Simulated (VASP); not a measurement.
# VBiSe3 (P6_3/mmc) in VASP: further runs

Runs on VBiSe3. Level: PBE. Tasks: single point.

Everything below comes from runs of VASP 6.6.1. Logs are shortened: lines on timing, memory, paths and dates and some standing lists are left out, and cuts for length are marked.

## Step 1: The cell of the first run

It takes space group P6_3/mmc (No. 194, hexagonal). Conventional cell: a = 7.144 Å, b = 7.144 Å, c = 6.001 Å, α = 90.00°, β = 90.00°, γ = 120.00°. V (site symmetry -3m) has 6 Se at 2.55 Å and 2 V at 3.00 Å within 3.4 Å. Within 4.7 Å of Bi (site symmetry -6m2) lie 12 Se at 3.57 to 3.64 Å and 6 V at 4.39 Å. Within 3.4 Å of Se (site symmetry mm2) lie 2 V at 2.55 Å.

## Step 2: Single point, PBE, collinear spin, ferromagnetic start

Input file INCAR:

```
SYSTEM = VBiSe3
ALGO = Normal
EDIFF = 1E-6
ENCUT = 520
GGA = PE
ISIF = 2
ISMEAR = 0
ISPIN = 2
LASPH = .True.
LCHARG = .False.
LMAXMIX = 4
LORBIT = 11
LREAL = .False.
LWAVE = .False.
MAGMOM = 2 2 0 0 0 0 0 0 0 0
NBANDS = 61
NELM = 150
PREC = Accurate
SIGMA = 0.1
```

Input file KPOINTS:

```
k-points
0
Gamma
  3 3 4
  0 0 0
```

Input file POSCAR:

```
VBiSe3
1.0
    7.1443350000      0.0000000000      0.0000000000
   -3.5721675000      6.1871756000      0.0000000000
    0.0000000000      0.0000000000      6.0012414000
V Bi Se
2 2 6
Direct
    0.0000000000      0.0000000000      0.0000000000
    0.0000000000      0.0000000000      0.5000000000
    0.3333333300      0.6666666700      0.7500000000
    0.6666666700      0.3333333300      0.2500000000
    0.8333333300      0.6666666700      0.7500000000
    0.3333333300      0.1666666700      0.7500000000
    0.8333333300      0.1666666700      0.7500000000
    0.1666666700      0.3333333300      0.2500000000
    0.6666666700      0.8333333300      0.2500000000
    0.1666666700      0.8333333300      0.2500000000
```

Potentials or basis: VASP PAW PBE potentials, release 64 (V_sv, Bi_d, Se).

Launch:

```bash
cat potpaw_PBE.64/V_sv/POTCAR potpaw_PBE.64/Bi_d/POTCAR potpaw_PBE.64/Se/POTCAR > POTCAR
mpirun -np 1 vasp_std > vasp.out
```

OUTCAR:

```text
SYSTEM = VBiSe3
   EDIFF = 1E-6
   ENCUT = 520
   GGA = PE
   ISIF = 2
   ISMEAR = 0
   ISPIN = 2
   LASPH = .True.
   LORBIT = 11
   LREAL = .False.
   NELM = 150
   PREC = Accurate

 ion  position               nearest neighbor table
   1  0.000  0.000  0.000-   5 2.55   8 2.55   6 2.55   9 2.55   7 2.55  10 2.55
   2  0.000  0.000  0.500-   5 2.55   8 2.55   6 2.55   9 2.55   7 2.55  10 2.55
   3  0.333  0.667  0.750-
   4  0.667  0.333  0.250-
   5  0.833  0.667  0.750-   1 2.55   2 2.55
   6  0.333  0.167  0.750-   1 2.55   2 2.55
   7  0.833  0.167  0.750-   1 2.55   2 2.55
   8  0.167  0.333  0.250-   1 2.55   2 2.55
   9  0.667  0.833  0.250-   1 2.55   2 2.55
  10  0.167  0.833  0.250-   1 2.55   2 2.55

  LATTYP: Found a hexagonal cell.
 ALAT       =     7.1443350000
 C/A-ratio  =     0.8400000000

  Lattice vectors:

 A1 = (   7.1443350000,   0.0000000000,   0.0000000000)
 A2 = (  -3.5721675000,   6.1871756000,   0.0000000000)
 A3 = (   0.0000000000,   0.0000000000,   6.0012414000)

Analysis of symmetry for initial positions (statically):
=====================================================================
 Subroutine PRICEL returns:
 Original cell was already a primitive cell.

 Routine SETGRP: Setting up the symmetry group for a
 hexagonal supercell.

 Subroutine GETGRP returns: Found 24 space group operations
 (whereof 12 operations were pure point group operations)
 out of a pool of 24 trial point group operations.

The static configuration has the point symmetry D_3d.
 The point group associated with its full space group is D_6h.

Analysis of symmetry for dynamics (positions and initial velocities):
=====================================================================
 Subroutine PRICEL returns:
 Original cell was already a primitive cell.

 Routine SETGRP: Setting up the symmetry group for a
 hexagonal supercell.

 Subroutine GETGRP returns: Found 24 space group operations
 (whereof 12 operations were pure point group operations)
 out of a pool of 24 trial point group operations.

The dynamic configuration has the point symmetry D_3d.
 The point group associated with its full space group is D_6h.

Analysis of structural, dynamic, and magnetic symmetry:
=====================================================================
 Subroutine PRICEL returns:
 Original cell was already a primitive cell.

 Routine SETGRP: Setting up the symmetry group for a
 hexagonal supercell.

 Subroutine GETGRP returns: Found 24 space group operations
 (whereof 12 operations were pure point group operations)
 out of a pool of 24 trial point group operations.

The overall configuration has the point symmetry D_3d.
 The point group associated with its full space group is D_6h.

 Subroutine INISYM returns: Found 24 space group operations
 (whereof 12 operations are pure point group operations),
 and found     1 'primitive' translations

----------------------------------------------------------------------------------------

                                     Primitive cell

  volume of cell :     265.2744

  direct lattice vectors                    reciprocal lattice vectors
     7.144335000  0.000000000  0.000000000     0.139971040  0.080812318  0.000000000
    -3.572167500  6.187175600  0.000000000     0.000000000  0.161624635  0.000000000
     0.000000000  0.000000000  6.001241400     0.000000000  0.000000000  0.166632190

  length of vectors
     7.144335000  7.144334997  6.001241400     0.161624635  0.161624635  0.166632190

  position of ions in fractional coordinates (direct lattice)
     0.000000000  0.000000000  0.000000000
     0.000000000  0.000000000  0.500000000
     0.333333330  0.666666670  0.750000000
     0.666666670  0.333333330  0.250000000
     0.833333330  0.666666670  0.750000000
     0.333333330  0.166666670  0.750000000
     0.833333330  0.166666670  0.750000000
     0.166666670  0.333333330  0.250000000
     0.666666670  0.833333330  0.250000000
     0.166666670  0.833333330  0.250000000

  ion indices of the primitive-cell ions
   primitive index   ion index
                 1           1
[... 55 lines left out ...]
 SYSTEM =  VBiSe3
   PREC   = accura    normal or accurate (medium, high low for compatibility)
   ISTART =      0    job   : 0-new  1-cont  2-samecut
   ICHARG =      2    charge: 1-file 2-atom 10-const
   ISPIN  =      2    spin polarized calculation?
   LNONCOLLINEAR =      F non collinear calculations
   LSORBIT =      F    spin-orbit coupling
   LASPH  =      T    aspherical Exc in radial PAW
   ENCUT  =  520.0 eV  38.22 Ry    6.18 a.u.  13.28 13.28 11.16*2*pi/ulx,y,z
   NELM   =    150;   NELMIN=  2; NELMDL= -5     # of ELM steps
   EDIFF  = 0.1E-05   stopping-criterion for ELM
   LREAL  =      F    real-space projection
   EDIFFG = 0.1E-04   stopping-criterion for IOM
   NSW    =      0    number of steps for IOM
   IBRION =     -1    ionic relax: 0-MD 1-quasi-New 2-CG
   NFREE  =      0    steps in history (QN), initial steepest desc. (CG)
   ISIF   =      2    stress and relaxation
   ISYM   =      2    0-nonsym 1-usesym 2-fastsym
   POTIM  = 0.5000    time-step for ionic-motion
   TEBEG  =    0.0;   TEEND  =   0.0 temperature during run
   PSTRESS=    0.0 pullay stress
   NELECT =      92.0000    total number of electrons
   NUPDOWN=      -1.0000    fix difference up-down
   EMIN   =  10.00;   EMAX   =-10.00  energy-range for DOS
   EFERMI =   0.00;   METHOD = LEGACY
   ISMEAR =     0;   SIGMA  =   0.10  broadening in eV -4-tet -1-fermi 0-gaus
   EFERMI_NEDOS =   21; number of points for ismear=-14 and -15
   IALGO  =     38    algorithm
   IMIX   =      4    mixing-type and parameters
     AMIX     =   0.40;   BMIX     =  1.00
     AMIX_MAG =   1.60;   BMIX_MAG =  1.00
  volume/ion in A,a.u.               =      26.53       179.02
  Fermi-wavevector in a.u.,A,eV,Ry     =   1.150197  2.173558 17.999878  1.322954
  Thomas-Fermi vector in A             =   2.286863
   LORBIT       =     11    0 simple, 1 ext, 2 COOP (PROOUT), +10 PAW based schemes
   GGA     = PE    functional components
   LHFCALC =     F    Hartree Fock is set to
   AEXX    =    0.0000 exact exchange contribution
   IVDW    =     0    specifies the selected vdW correction
   LEPSILON=     F    determine dielectric tensor
   LRPA    =     F    only Hartree local field effects (RPA)
 spin polarized calculation
 Gauss-broadening in eV      SIGMA  =   0.10
  energy-cutoff  :      520.00
  volume of cell :      265.27
 maximum number of plane-waves:      7168
 NGX is ok and might be reduce to    54
   NGX = 27   NGY = 27   NGZ = 23

 number of electron      92.0000004 magnetization       4.0237156

 Free energy of the ion-electron system (eV)
  ---------------------------------------------------
  ext. energy  EPLUGINS =         0.00000000
  ---------------------------------------------------
  free energy    TOTEN  =       -48.24723949 eV

  energy without entropy =      -48.19181618  energy(sigma->0) =      -48.21952783

 E-fermi :   4.2767     XC(G=0):  -9.5484

 val. band max:        4.2660766124   @ k =   0.0000   0.0000   0.0000
 cond. band min:       4.2805880190   @ k =   0.0000   0.0000   0.2500
 fundamental gap:      0.0145114066
 Fermi energy:         4.2767411855

 spin component 1

 k-point     1 :       0.0000    0.0000    0.0000
  band No.  band energies     occupation
      1     -60.8384      1.00000
      2     -60.8232      1.00000
      3     -34.7601      1.00000
      4     -34.6770      1.00000
      5     -34.6770      1.00000
      6     -34.6572      1.00000
[... 538 lines left out ...]
     57       6.5286      0.00000
     58       6.5286      0.00000
 Fermi energy:         4.2767411855

 spin component 2

 k-point     1 :       0.0000    0.0000    0.0000
  band No.  band energies     occupation
      1     -59.3034      1.00000
      2     -59.2877      1.00000
      3     -33.2722      1.00000
      4     -33.1419      1.00000
      5     -33.1419      1.00000
      6     -33.1200      1.00000
[... 538 lines left out ...]
     57       7.1876      0.00000
     58       7.1876      0.00000
 [bands above 58 left out]

------------------------ aborting loop because EDIFF is reached ----------------------------------------

  FORCE on cell =-STRESS in cart. coord.  units (eV):
  Direction    XX          YY          ZZ          XY          YZ          ZX
  --------------------------------------------------------------------------------------
  -------------------------------------------------------------------------------------
  Total       -8.1337774     -8.1337774     -7.1777351     -0.0000000      0.0000000      0.0000000
  in kB      -49.1255603    -49.1255603    -43.3513532     -0.0000000      0.0000000      0.0000000
  external PRESSURE =     -47.2008246 kB  Pullay stress =       0.0000000 kB

 VOLUME and BASIS-vectors are now :
 -----------------------------------------------------------------------------
  energy-cutoff  :      520.00
  volume of cell :      265.27
      direct lattice vectors                 reciprocal lattice vectors
     7.144335000  0.000000000  0.000000000     0.139971040  0.080812318  0.000000000
    -3.572167500  6.187175600  0.000000000     0.000000000  0.161624635  0.000000000
     0.000000000  0.000000000  6.001241400     0.000000000  0.000000000  0.166632190

 POSITION                                       TOTAL-FORCE (eV/Angst)
 -----------------------------------------------------------------------------------
      0.00000      0.00000      0.00000        -0.000000     -0.000000      0.000000
      0.00000      0.00000      3.00062        -0.000000     -0.000000      0.000000
     -0.00000      4.12478      4.50093        -0.000000     -0.000000      0.000000
      3.57217      2.06239      1.50031        -0.000000     -0.000000     -0.000000
      3.57217      4.12478      4.50093        -0.000000      0.236762      0.000000
      1.78608      1.03120      4.50093        -0.205042     -0.118381      0.000000
      5.35825      1.03120      4.50093         0.205042     -0.118381      0.000000
      0.00000      2.06239      1.50031        -0.000000     -0.236762     -0.000000
      1.78608      5.15598      1.50031         0.205042      0.118381     -0.000000
     -1.78608      5.15598      1.50031        -0.205042      0.118381     -0.000000
 -----------------------------------------------------------------------------------
    total drift:                                0.000000      0.000000      0.000000

  FREE ENERGIE OF THE ION-ELECTRON SYSTEM (eV)
  ---------------------------------------------------
  free  energy   TOTEN  =       -48.2472394888 eV

  energy  without entropy=      -48.1918161782  energy(sigma->0) =      -48.21952783

 total charge

# of ion       s       p       d       tot
------------------------------------------
    1        2.228   6.185   2.969  11.382
    2        2.228   6.185   2.969  11.382
    3        1.590   0.985   9.907  12.483
    4        1.590   0.985   9.907  12.483
    5        1.483   2.263   0.027   3.774
    6        1.483   2.263   0.027   3.774
    7        1.483   2.263   0.027   3.774
    8        1.483   2.263   0.027   3.774
    9        1.483   2.263   0.027   3.774
   10        1.483   2.263   0.027   3.774
--------------------------------------------------
tot         16.535  27.919  25.916  70.370

 magnetization (x)

# of ion       s       p       d       tot
------------------------------------------
    1        0.023   0.019   1.497   1.538
    2        0.023   0.019   1.497   1.538
    3       -0.001   0.472  -0.000   0.471
    4       -0.001   0.472  -0.000   0.471
    5        0.001  -0.158   0.007  -0.149
    6        0.001  -0.158   0.007  -0.149
    7        0.001  -0.158   0.007  -0.149
    8        0.001  -0.158   0.007  -0.149
    9        0.001  -0.158   0.007  -0.149
   10        0.001  -0.158   0.007  -0.149
--------------------------------------------------
tot          0.053   0.033   3.039   3.124
```

Run time: 15 min. Hardware: 1 thread of Intel Xeon 8259CL, shared host; peak memory 0.59 GiB.

Results:

```
Free energy                                           : -48.2472 eV
Pressure                                              : -4.7 GPa
Largest force                                         : 0.237 eV/Å
Band gap on the k mesh                                : zero (filled and empty bands overlap)
Net moment                                            : 4.02 μB per cell
Site moments                                          : V +1.54; Bi +0.47; Se -0.15 μB
Valence electrons inside the program's atomic spheres : V 11.38; Bi 12.48; Se 3.77
```

Forces on the atoms (eV/Å):
```
V    0.000  0.000  0.000
V    0.000  0.000  0.000
Bi   0.000  0.000  0.000
Bi   0.000  0.000  0.000
Se   0.000  0.237  0.000
Se  -0.205 -0.118  0.000
Se   0.205 -0.118  0.000
Se   0.000 -0.237  0.000
Se   0.205  0.118  0.000
Se  -0.205  0.118  0.000
```

Caveat: the cell stands under tension; spin-orbit coupling is left out, which moves the levels of the heavy elements. With open d or f shells a metallic result of PBE can be an artefact of self-interaction; +U or a hybrid may open a gap.

## Step 3: Single point, PBE

This run uses another cell than the first one, of 22.67 Å³/atom.

Input file INCAR:

```
  PREC = Accurate
  ENCUT = 520
  EDIFF = 1E-7
  ISMEAR = 0
  SIGMA = 0.1
  LREAL = False
  LASPH = True
  NELM = 80
  ALGO = Normal
  ISIF = 2
  LWAVE = False
  LCHARG = False
  GGA = PE
  NBANDS = 57
```

Input file KPOINTS:

```
Automatic mesh
0
Gamma
  6 6 8
```

Input file POSCAR:

```
VBiSe3
1.0
    6.9972897821      0.0000000000      0.0000000000
   -3.4986448910      6.0598307089      0.0000000000
    0.0000000000      0.0000000000      5.3454086484
V Bi Se
2 2 6
Direct
    0.0000000000      0.0000000000      0.0000000000
    0.0000000000      0.0000000000      0.5000000000
    0.3333333333      0.6666666667      0.7500000000
    0.6666666667      0.3333333333      0.2500000000
    0.8267383678      0.6534767355      0.7500000000
    0.3465232645      0.1732616322      0.7500000000
    0.8267383678      0.1732616322      0.7500000000
    0.1732616322      0.3465232645      0.2500000000
    0.6534767355      0.8267383678      0.2500000000
    0.1732616322      0.8267383678      0.2500000000
```

Potentials or basis: VASP PAW PBE potentials, release 64 (V_sv, Bi_d, Se).

Launch:

```bash
cat potpaw_PBE.64/V_sv/POTCAR potpaw_PBE.64/Bi_d/POTCAR potpaw_PBE.64/Se/POTCAR > POTCAR
mpirun -np 1 vasp_std > vasp.out
```

It took 14 min on 1 thread of Intel Xeon 8259CL, shared host; peak memory 0.58 GiB.

The run converged. Its results:

```
Free energy            : -48.9745 eV
Pressure               : 0.1 GPa
Largest force          : 0.016 eV/Å
Band gap on the k mesh : zero (bands 46 and 47 overlap by 0.60 eV)
```

Forces on the atoms (eV/Å):
```
V    0.000  0.000  0.000
V    0.000  0.000  0.000
Bi   0.000  0.000  0.000
Bi   0.000  0.000  0.000
Se   0.000 -0.016  0.000
Se   0.014  0.008  0.000
Se  -0.014  0.008  0.000
Se   0.000  0.016  0.000
Se  -0.014 -0.008  0.000
Se   0.014 -0.008  0.000
```

Levels at points of the mesh, in eV from the Fermi level:
```
           k point  band 43  band 44  band 45  band 46  band 47  band 48  band 49  band 50
(0.00, 0.00, 0.00)    -1.47    -1.47    -0.55    -0.55    -0.45     0.33     0.88     0.88
(0.50, 0.00, 0.00)    -1.12    -0.90    -0.48    -0.44    -0.36     0.07     0.37     0.72
(0.00, 0.00, 0.50)    -0.53    -0.53    -0.08    -0.08    -0.08    -0.08    -0.05    -0.05
(0.50, 0.00, 0.50)    -0.61    -0.61    -0.27    -0.27     0.46     0.46     0.55     0.55
```

Caveat: spin-orbit coupling is left out, which moves the levels of the heavy elements; the run has no spin polarisation, though such a crystal can be magnetic.
